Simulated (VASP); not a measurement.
# LiH (P6_3/mmc) in VASP: further runs

Aim: see how the results for LiH move with the level of theory and the settings. Levels: r2SCAN, HSE06. Tasks: single point.

Everything below comes from runs of VASP 6.6.1. Logs are shortened: lines on timing, memory, paths and dates and some standing lists are left out, and cuts for length are marked.

**1. The cell of the first run**

It takes space group P6_3/mmc (No. 194, hexagonal). Conventional cell: a = 3.245 Å, b = 3.245 Å, c = 4.068 Å, α = 90.00°, β = 90.00°, γ = 120.00°. Within 2.5 Å of Li (site symmetry -6m2) lie 5 H at 1.87 to 2.03 Å. Within 2.5 Å of H (site symmetry -6m2) lie 5 Li at 1.87 to 2.03 Å.

**2. Single point, r2SCAN (biaxial xy strain -0.3%)**

Input file POSCAR:

```
LiH
1.0
    3.2450855152      0.0000000000      0.0000000000
   -1.6225427576      2.8103264936      0.0000000000
    0.0000000000      0.0000000000      4.0684421498
Li H
2 2
Direct
    0.3333333333      0.6666666667     -0.0625000000
    0.6666666667      0.3333333333      0.4375000000
    0.3333333333      0.6666666667      0.4375000000
    0.6666666667      0.3333333333      0.9375000000
```

Input file INCAR.step1:

```
SYSTEM = LiH
ALGO = Normal ; EDIFF = 1E-4
ENCUT = 520 ; GGA = PE
ISMEAR = 0 ; LASPH = .TRUE.
LCHARG = .FALSE. ; LREAL = .FALSE.
LWAVE = .TRUE. ; NBANDS = 12
NELM = 100 ; PREC = Accurate
SIGMA = 0.01
```

Input file INCAR.step2:

```
SYSTEM = LiH
ALGO = Normal ; EDIFF = 1E-6
ENCUT = 520 ; ISIF = 2
ISMEAR = 0 ; ISTART = 1
LASPH = .TRUE. ; LCHARG = .TRUE.
LELF = .TRUE. ; LMIXTAU = .TRUE.
LREAL = .FALSE. ; LVHAR = .TRUE.
LWAVE = .FALSE. ; METAGGA = R2SCAN
NBANDS = 12 ; NELM = 100
PREC = Accurate ; SIGMA = 0.01
```

Input file KPOINTS:

```
k-points
0
G
  12 12 6
  0 0 0
```

Potentials or basis: VASP PAW PBE potentials, release 64 (Li_sv, H).

Started as:

```
$ cat potpaw_PBE.64/Li_sv/POTCAR potpaw_PBE.64/H/POTCAR > POTCAR
$ cp INCAR.step1 INCAR
$ mpirun -np 1 vasp_std > vasp.out
$ cp INCAR.step2 INCAR
$ mpirun -np 1 vasp_std > vasp.out
```

OUTCAR:

```text
SYSTEM = LiH
   EDIFF = 1E-6
   ENCUT = 520
   ISIF = 2
   ISMEAR = 0
   ISTART = 1
   LASPH = .TRUE.
   LREAL = .FALSE.
   METAGGA = R2SCAN
   NELM = 100
   PREC = Accurate

 ion  position               nearest neighbor table
   1  0.333  0.667  0.938-
   2  0.667  0.333  0.438-
   3  0.333  0.667  0.438-
   4  0.667  0.333  0.938-

  LATTYP: Found a hexagonal cell.
 ALAT       =     3.2450855152
 C/A-ratio  =     1.2537241717

  Lattice vectors:

 A1 = (   3.2450855152,   0.0000000000,   0.0000000000)
 A2 = (  -1.6225427576,   2.8103264936,   0.0000000000)
 A3 = (   0.0000000000,   0.0000000000,   4.0684421498)

Analysis of symmetry for initial positions (statically):
=====================================================================
 Subroutine PRICEL returns:
 Original cell was already a primitive cell.

 Routine SETGRP: Setting up the symmetry group for a
 hexagonal supercell.

 Subroutine GETGRP returns: Found 24 space group operations
 (whereof  6 operations were pure point group operations)
 out of a pool of 24 trial point group operations.

The static configuration has the point symmetry C_3v.
 The point group associated with its full space group is D_6h.

Analysis of symmetry for dynamics (positions and initial velocities):
=====================================================================
 Subroutine PRICEL returns:
 Original cell was already a primitive cell.

 Routine SETGRP: Setting up the symmetry group for a
 hexagonal supercell.

 Subroutine GETGRP returns: Found 24 space group operations
 (whereof  6 operations were pure point group operations)
 out of a pool of 24 trial point group operations.

The dynamic configuration has the point symmetry C_3v.
 The point group associated with its full space group is D_6h.

 Subroutine INISYM returns: Found 24 space group operations
 (whereof  6 operations are pure point group operations),
 and found     1 'primitive' translations

----------------------------------------------------------------------------------------

                                     Primitive cell

  volume of cell :      37.1032

  direct lattice vectors                    reciprocal lattice vectors
     3.245085515  0.000000000  0.000000000     0.308158289  0.177915271  0.000000000
    -1.622542758  2.810326494  0.000000000     0.000000000  0.355830542  0.000000000
     0.000000000  0.000000000  4.068442150     0.000000000  0.000000000  0.245794327

  length of vectors
     3.245085515  3.245085515  4.068442150     0.355830542  0.355830542  0.245794327

  position of ions in fractional coordinates (direct lattice)
     0.333333333  0.666666667  0.937500000
     0.666666667  0.333333333  0.437500000
     0.333333333  0.666666667  0.437500000
     0.666666667  0.333333333  0.937500000

  ion indices of the primitive-cell ions
   primitive index   ion index
                 1           1
                 2           2
                 3           3
                 4           4

----------------------------------------------------------------------------------------

 KPOINTS: k-points

Automatic generation of k-mesh.
 Grid dimensions read from file:
 generate k-points for:   12   12    6

 Generating k-lattice:

  Cartesian coordinates                     Fractional coordinates (reciprocal lattice)
     0.025679857  0.014826273  0.000000000     0.083333333 -0.000000000  0.000000000
     0.000000000  0.029652545  0.000000000     0.000000000  0.083333333  0.000000000
     0.000000000  0.000000000  0.040965721     0.000000000  0.000000000  0.166666667

  Length of vectors
     0.029652545  0.029652545  0.040965721

  Shift w.r.t. Gamma in fractional coordinates (k-lattice)
     0.000000000  0.000000000  0.000000000

 Subroutine IBZKPT returns following result:
 ===========================================

 Found     76 irreducible k-points:

 Following reciprocal coordinates:
            Coordinates               Weight
  0.000000  0.000000  0.000000      1.000000
  0.083333 -0.000000  0.000000      6.000000
  0.166667  0.000000  0.000000      6.000000
  0.250000  0.000000  0.000000      6.000000
  0.333333 -0.000000  0.000000      6.000000
  0.416667  0.000000  0.000000      6.000000
[... 16 lines left out ...]
  0.250000  0.000000  0.166667     12.000000
  0.333333 -0.000000  0.166667     12.000000
 [... further k-points ...]
   k-points           NKPTS =     76   k-points in BZ     NKDIM =     76   number of bands    NBANDS=     12
   number of dos      NEDOS =    301   number of ions     NIONS =      4
   total plane-waves  NPLWV =  17280
   dimension x,y,z NGX =    24 NGY =   24 NGZ =   30
   dimension x,y,z NGXF=    48 NGYF=   48 NGZF=   60
   ions per type =               2   2
   NGX,Y,Z   is equivalent  to a cutoff of  12.30, 12.30, 12.26 a.u.
   NGXF,Y,Z  is equivalent  to a cutoff of  24.59, 24.59, 24.52 a.u.
 SYSTEM =  LiH
   PREC   = accura    normal or accurate (medium, high low for compatibility)
   ISTART =      1    job   : 0-new  1-cont  2-samecut
   ICHARG =      0    charge: 1-file 2-atom 10-const
   ISPIN  =      1    spin polarized calculation?
   LNONCOLLINEAR =      F non collinear calculations
   LSORBIT =      F    spin-orbit coupling
   LASPH  =      T    aspherical Exc in radial PAW
   ENCUT  =  520.0 eV  38.22 Ry    6.18 a.u.   6.03  6.03  7.56*2*pi/ulx,y,z
   NELM   =    100;   NELMIN=  2; NELMDL=  0     # of ELM steps
   EDIFF  = 0.1E-05   stopping-criterion for ELM
   LREAL  =      F    real-space projection
   EDIFFG = 0.1E-04   stopping-criterion for IOM
   NSW    =      0    number of steps for IOM
   IBRION =     -1    ionic relax: 0-MD 1-quasi-New 2-CG
   NFREE  =      0    steps in history (QN), initial steepest desc. (CG)
   ISIF   =      2    stress and relaxation
   ISYM   =      2    0-nonsym 1-usesym 2-fastsym
   POTIM  = 0.5000    time-step for ionic-motion
   TEBEG  =    0.0;   TEEND  =   0.0 temperature during run
   PSTRESS=    0.0 pullay stress
   NELECT =       8.0000    total number of electrons
   NUPDOWN=      -1.0000    fix difference up-down
   EMIN   =  10.00;   EMAX   =-10.00  energy-range for DOS
   EFERMI =   0.00;   METHOD = LEGACY
   ISMEAR =     0;   SIGMA  =   0.01  broadening in eV -4-tet -1-fermi 0-gaus
   EFERMI_NEDOS =   21; number of points for ismear=-14 and -15
   IALGO  =     38    algorithm
   IMIX   =      4    mixing-type and parameters
     AMIX     =   0.40;   BMIX     =  1.00
     AMIX_MAG =   1.60;   BMIX_MAG =  1.00
  volume/ion in A,a.u.               =       9.28        62.60
  Fermi-wavevector in a.u.,A,eV,Ry     =   0.981675  1.855097 13.111746  0.963686
  Thomas-Fermi vector in A             =   2.112700
   LORBIT       =      0    0 simple, 1 ext, 2 COOP (PROOUT), +10 PAW based schemes
   METAGGA = R2SCAN    functional components
   LHFCALC =     F    Hartree Fock is set to
   AEXX    =    0.0000 exact exchange contribution
   IVDW    =     0    specifies the selected vdW correction
   LEPSILON=     F    determine dielectric tensor
   LRPA    =     F    only Hartree local field effects (RPA)
 non-spin polarized calculation
 Gauss-broadening in eV      SIGMA  =   0.01
  energy-cutoff  :      520.00
  volume of cell :       37.10
 maximum number of plane-waves:      1018
   NGX = 13   NGY = 13   NGZ = 15

 number of electron       8.0000008 magnetization

 Free energy of the ion-electron system (eV)
  ---------------------------------------------------
  ext. energy  EPLUGINS =         0.00000000
  ---------------------------------------------------
  free energy    TOTEN  =       -13.53462650 eV

  energy without entropy =      -13.53462650  energy(sigma->0) =      -13.53462650

 E-fermi :  -0.3425     XC(G=0):  -8.1952

 val. band max:       -0.4065754457   @ k =   0.0000   0.0000   0.0000
 cond. band min:       1.9047708022   @ k =   0.3333   0.3333   0.0000
 fundamental gap:      2.3113462479
 Fermi energy:        -0.3424743361

 k-point     1 :       0.0000    0.0000    0.0000
  band No.  band energies     occupation
      1     -46.4367      2.00000
      2     -46.3798      2.00000
      3      -5.6892      2.00000
      4      -0.4066      2.00000
      5       3.1815      0.00000
      6      11.3088      0.00000
      7      11.3092      0.00000
      8      11.9850      0.00000
      9      14.0578      0.00000
     10      14.0580      0.00000
     11      16.1117      0.00000
     12      18.8453      0.00000

 k-point     2 :       0.0833   -0.0000    0.0000
  band No.  band energies     occupation
      1     -46.4353      2.00000
      2     -46.3802      2.00000
      3      -5.6059      2.00000
      4      -0.4516      2.00000
      5       3.3129      0.00000
      6      10.1946      0.00000
      7      10.6875      0.00000
      8      11.6842      0.00000
      9      14.9153      0.00000
     10      15.3404      0.00000
     11      15.9333      0.00000
     12      18.0287      0.00000

 k-point     3 :       0.1667    0.0000    0.0000
  band No.  band energies     occupation
      1     -46.4315      2.00000
      2     -46.3813      2.00000
      3      -5.3565      2.00000
      4      -0.5993      2.00000
      5       3.7056      0.00000
      6       8.2658      0.00000
      7       9.6832      0.00000
      8      11.6397      0.00000
      9      15.3626      0.00000
     10      16.0656      0.00000
     11      16.3094      0.00000
     12      16.3764      0.00000
[... 286 lines left out ...]
 k-point    23 :       0.2500    0.0000    0.1667
  band No.  band energies     occupation
      1     -46.4228      2.00000
      2     -46.3861      2.00000
      3      -4.7990      2.00000
      4      -1.4811      2.00000
      5       5.0032      0.00000
      6       7.0346      0.00000
      7       9.0675      0.00000
      8      10.6832      0.00000
      9      13.9668      0.00000
     10      14.9015      0.00000
     11      14.9499      0.00000
     12      17.0428      0.00000

 k-point    24 :       0.3333   -0.0000    0.1667
  band No.  band energies     occupation
      1     -46.4168      2.00000
      2     -46.3884      2.00000
      3      -4.2642      2.00000
      4      -1.7037      2.00000
      5       4.7951      0.00000
      6       6.5605      0.00000
      7       8.4232      0.00000
      8       9.5474      0.00000
      9      13.2791      0.00000
     10      14.2950      0.00000
     11      14.9368      0.00000
     12      16.6744      0.00000

 [... further k-points ...]

------------------------ aborting loop because EDIFF is reached ----------------------------------------

  FORCE on cell =-STRESS in cart. coord.  units (eV):
  Direction    XX          YY          ZZ          XY          YZ          ZX
  --------------------------------------------------------------------------------------
  -------------------------------------------------------------------------------------
  Total        0.0155717      0.0155717     -0.0261831      0.0000000     -0.0000000      0.0000000
  in kB        0.6724105      0.6724105     -1.1306291      0.0000000     -0.0000000      0.0000000
  external PRESSURE =       0.0713973 kB  Pullay stress =       0.0000000 kB

 VOLUME and BASIS-vectors are now :
 -----------------------------------------------------------------------------
  energy-cutoff  :      520.00
  volume of cell :       37.10
      direct lattice vectors                 reciprocal lattice vectors
     3.245085515  0.000000000  0.000000000     0.308158289  0.177915271  0.000000000
    -1.622542758  2.810326494  0.000000000     0.000000000  0.355830542  0.000000000
     0.000000000  0.000000000  4.068442150     0.000000000  0.000000000  0.245794327

 POSITION                                       TOTAL-FORCE (eV/Angst)
 -----------------------------------------------------------------------------------
     -0.00000      1.87355      3.81416         0.000000     -0.000000      0.000000
      1.62254      0.93678      1.77994        -0.000000     -0.000000     -0.000000
     -0.00000      1.87355      1.77994        -0.000000     -0.000000      0.000000
      1.62254      0.93678      3.81416         0.000000      0.000000     -0.000000
 -----------------------------------------------------------------------------------
    total drift:                               -0.000000     -0.000000      0.000005

  FREE ENERGIE OF THE ION-ELECTRON SYSTEM (eV)
  ---------------------------------------------------
  free  energy   TOTEN  =       -13.5346264971 eV

  energy  without entropy=      -13.5346264971  energy(sigma->0) =      -13.53462650
```

Run time: 62 s. Hardware: 1 thread of Intel Xeon Platinum 8375C at 2.90GHz (Ice Lake), shared host; peak memory 0.16 GiB.

What came out:

```
Free energy            : -13.5346 eV
Band gap on the k mesh : 2.31 eV (least direct gap 3.59 eV)
```

Caveat: the cell differs from its parent crystal (biaxial xy strain -0.3%); the cutoff is under 1.25 times the usual one of these potentials, so pressure, stress and relaxed cells hold a basis-set (Pulay) error; the PAW data sets were made with another functional, which shifts forces and pressure a little.

**3. Single point, HSE06 (epitaxial xy strain -5.0%)**

Input file POSCAR:

```
LiH
1.0
    3.0946661806      0.0000000000      0.0000000000
   -1.5473330903      2.6800595286      0.0000000000
    0.0000000000      0.0000000000      4.1440566415
Li H
2 2
Direct
    0.3333333333      0.6666666667     -0.0625000000
    0.6666666667      0.3333333333      0.4375000000
    0.3333333333      0.6666666667      0.4375000000
    0.6666666667      0.3333333333      0.9375000000
```

Input file INCAR.step1:

```
SYSTEM = LiH
ALGO = Normal ; EDIFF = 1E-5
ENCUT = 520 ; GGA = PE
ISIF = 2 ; ISMEAR = 0
LASPH = .TRUE. ; LCHARG = .FALSE.
LREAL = .FALSE. ; LWAVE = .TRUE.
NBANDS = 12 ; NELM = 60
PREC = Accurate ; SIGMA = 0.01
```

Input file INCAR.step2:

```
SYSTEM = LiH
ALGO = Normal ; EDIFF = 1E-6
ENCUT = 520 ; GGA = PE
HFSCREEN = 0.2079 ; ISIF = 2
ISMEAR = 0 ; ISTART = 1
LASPH = .TRUE. ; LCHARG = .FALSE.
LHFCALC = .TRUE. ; LREAL = .FALSE.
LWAVE = .FALSE. ; NBANDS = 12
NELM = 60 ; PREC = Accurate
PRECFOCK = Normal ; SIGMA = 0.01
```

Input file KPOINTS:

```
k-points
0
G
  6 6 4
  0 0 0
```

Potentials or basis: VASP PAW PBE potentials, release 64 (Li_sv, H).

Started as:

```
$ cat potpaw_PBE.64/Li_sv/POTCAR potpaw_PBE.64/H/POTCAR > POTCAR
$ cp INCAR.step1 INCAR
$ mpirun -np 1 vasp_std > vasp.out
$ cp INCAR.step2 INCAR
$ mpirun -np 1 vasp_std > vasp.out
```

OUTCAR:

```text
SYSTEM = LiH
   EDIFF = 1E-6
   ENCUT = 520
   GGA = PE
   HFSCREEN = 0.2079
   ISIF = 2
   ISMEAR = 0
   ISTART = 1
   LASPH = .TRUE.
   LHFCALC = .TRUE.
   LREAL = .FALSE.
   NELM = 60
   PREC = Accurate
   PRECFOCK = Normal

 ion  position               nearest neighbor table
   1  0.333  0.667  0.938-
   2  0.667  0.333  0.438-
   3  0.333  0.667  0.438-
   4  0.667  0.333  0.938-

  LATTYP: Found a hexagonal cell.
[... 517 lines left out ...]

  FORCE on cell =-STRESS in cart. coord.  units (eV):
  Direction    XX          YY          ZZ          XY          YZ          ZX
  --------------------------------------------------------------------------------------
  -------------------------------------------------------------------------------------
  Total        0.8876389      0.8876389     -0.0786122      0.0000000     -0.0000000      0.0000000
  in kB       41.3773799     41.3773799     -3.6645177      0.0000000     -0.0000000      0.0000000
  external PRESSURE =      26.3634140 kB  Pullay stress =       0.0000000 kB

 VOLUME and BASIS-vectors are now :
 -----------------------------------------------------------------------------
  energy-cutoff  :      520.00
  volume of cell :       34.37
      direct lattice vectors                 reciprocal lattice vectors
     3.094666181  0.000000000  0.000000000     0.323136630  0.186563020  0.000000000
    -1.547333090  2.680059529  0.000000000     0.000000000  0.373126040  0.000000000
     0.000000000  0.000000000  4.144056641     0.000000000  0.000000000  0.241309443

 POSITION                                       TOTAL-FORCE (eV/Angst)
 -----------------------------------------------------------------------------------
     -0.00000      1.78671      3.88505         0.000000      0.000000      0.000000
      1.54733      0.89335      1.81302        -0.000000     -0.000000     -0.000000
     -0.00000      1.78671      1.81302        -0.000000     -0.000000      0.000000
      1.54733      0.89335      3.88505         0.000000      0.000000      0.000000
 -----------------------------------------------------------------------------------
    total drift:                                0.000000     -0.000000      0.000000

  FREE ENERGIE OF THE ION-ELECTRON SYSTEM (eV)
  ---------------------------------------------------
  free  energy   TOTEN  =       -13.4261935956 eV

  energy  without entropy=      -13.4261935956  energy(sigma->0) =      -13.42619360
```

OUTCAR.step1:

```text
SYSTEM = LiH
   EDIFF = 1E-5
   ENCUT = 520
   GGA = PE
   ISIF = 2
   ISMEAR = 0
[... 541 lines left out ...]
     -0.00000      1.78671      3.88505        -0.000000     -0.000000      0.000000
      1.54733      0.89335      1.81302         0.000000      0.000000     -0.000000
     -0.00000      1.78671      1.81302         0.000000      0.000000      0.000000
      1.54733      0.89335      3.88505         0.000000      0.000000      0.000000
 -----------------------------------------------------------------------------------
    total drift:                               -0.000000      0.000000      0.000000

  FREE ENERGIE OF THE ION-ELECTRON SYSTEM (eV)
  ---------------------------------------------------
  free  energy   TOTEN  =       -12.1112574777 eV

  energy  without entropy=      -12.1112574777  energy(sigma->0) =      -12.11125748
```

OSZICAR.step1:

```text
N       E                     dE             d eps       ncg     rms          rms(c)
DAV:   1     0.254217973709E+02    0.25422E+02   -0.40856E+03   504   0.677E+02
DAV:   2    -0.807291951525E+01   -0.33495E+02   -0.32930E+02   636   0.157E+02
DAV:   3    -0.127486973833E+02   -0.46758E+01   -0.46477E+01   924   0.402E+01
DAV:   4    -0.127829065124E+02   -0.34209E-01   -0.34204E-01   616   0.503E+00
DAV:   5    -0.127831252866E+02   -0.21877E-03   -0.21877E-03   716   0.362E-01    0.463E+00
DAV:   6    -0.122617768551E+02    0.52135E+00   -0.31253E-01   572   0.207E+00    0.231E+00
DAV:   7    -0.121022619454E+02    0.15951E+00   -0.41702E-01   604   0.264E+00    0.400E-01
DAV:   8    -0.121115280586E+02   -0.92661E-02   -0.25238E-02   632   0.954E-01    0.123E-01
DAV:   9    -0.121112550812E+02    0.27298E-03   -0.72577E-04   668   0.138E-01    0.235E-02
DAV:  10    -0.121112574777E+02   -0.23965E-05   -0.58533E-05   620   0.536E-02
   1 F= -.12111257E+02 E0= -.12111257E+02  d E =-.720389-124
```

Wall time 4.2 min (1 thread of Intel Xeon Platinum 8375C at 2.90GHz (Ice Lake), shared host); peak memory 0.25 GiB.

What came out:

```
Free energy            : -13.4262 eV
Band gap on the k mesh : 3.16 eV (least direct gap 3.76 eV)
```

Caveat: the cell differs from its parent crystal (epitaxial xy strain -5.0%); the cutoff is under 1.25 times the usual one of these potentials, so pressure, stress and relaxed cells hold a basis-set (Pulay) error; the PAW data sets were made with another functional, which shifts forces and pressure a little. A k mesh can miss the band edges.

[end of part 1 of 2]
